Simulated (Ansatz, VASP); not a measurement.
**PbS: VASP beside Ansatz**

File INCAR:

```
SYSTEM = PbS
PREC = Accurate
ENCUT = 520
EDIFF = 1E-8
ISMEAR = -1
SIGMA = 0.01
LREAL = .False.
LASPH = .True.
NELM = 100
ALGO = Normal
ISIF = 2
LWAVE = .False.
LCHARG = .False.
GGA = CA
LEFG = .True.
NBANDS = 17
```

Contents of KPOINTS:

```
Automatic mesh
0
Gamma
  8 8 8
  0 0 0
```

The input POSCAR:

```
PbS
1.0
    0.0000000000      2.9846363338      2.9846363338
    2.9846363338      0.0000000000      2.9846363338
    2.9846363338      2.9846363338      0.0000000000
Pb S
1 1
Direct
    0.0000000000      0.0000000000      0.0000000000
    0.5000000000      0.5000000000      0.5000000000
```

Input for Ansatz:

```yaml
crystal:
  lattice:
    - [0.0, 2.9846363338, 2.9846363338]
    - [2.9846363338, 0.0, 2.9846363338]
    - [2.9846363338, 2.9846363338, 0.0]
  atoms:
    - { symbol: Pb, position: [0.0, 0.0, 0.0] }
    - { symbol: S, position: [0.5, 0.5, 0.5] }
kpoints:
  mp_grid: { grid: [8, 8, 8] }
scf:
  occupations: { method: fermi_dirac, width: 0.01 }
hamiltonian:
  xc: lda
  pseudopotentials: { kind: paw }
output:
  forces: true
  stress: true
  eigenvalues: true
  efg: { contact_densities: true }
```

Change from the starting cell: volume scaled by 1.02, PAW files.

Alike in both runs: task electric field gradients; functional LDA; k mesh 8 × 8 × 8; occupations fermi-dirac, width 0.01 eV; no spin polarisation.

```csv
,VASP,Ansatz
version,VASP 6.6.1,Ansatz 0.2.0
potentials or method,"VASP PAW LDA potentials, release 64 (Pb_d, S)","PAW with Ansatz's default frozen-core files, scalar-relativistic"
plane-wave cutoff (eV),520,420
valence electrons in the cell,20,20
```

|  | VASP | Ansatz | Ansatz less VASP |
| --- | --- | --- | --- |
| pressure (GPa) | -3.5 | -3.6 | -0.05 |

LDA's correlation is that of Perdew and Zunger in VASP and of Perdew and Wang (1992) in Ansatz.

Spin-orbit coupling is off throughout.
